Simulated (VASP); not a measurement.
Runs of VASP 6.6.1 on Ni. The structure is that of space group Fm-3m (No. 225), or close to it. The cells are those of the table. 

| cell | gap on the mesh (eV) | pressure (GPa) | moment (μB) |
| --- | --- | --- | --- |
| a = 2.460 Å, angles 60.0°, 1 atom | none | 0.5 | (b) |
| a = 2.410 Å, angles 60.0°, 1 atom | none | 15.7 | 0.68 |
| a = 2.508 Å, angles 60.0°, 1 atom | none | -10.4 | (a) |
| a = 2.435 Å, angles 60.0°, 1 atom | none | 7.2 | 0.70 |
| a = 2.484 Å, angles 60.0°, 1 atom | none | -5.7 | (c) |

Alike in all rows: task single point; level r2SCAN; potentials or basis VASP PAW PBE potentials, release 64 (Ni); spin collinear, ferromagnetic start; k mesh 20 × 20 × 20; cutoff (eV) 520; smearing gaussian 0.1 eV.

Question: Estimate the missing entries.

Answer: (a) 0.76; (b) 0.72; (c) 0.74.

Caveats: the PAW data sets were made with another functional, which shifts forces and pressure a little; the cell stands under pressure (at least some runs); the cell stands under tension (at least some runs).

A gap of «none» marks levels without a gap at the run's occupations.
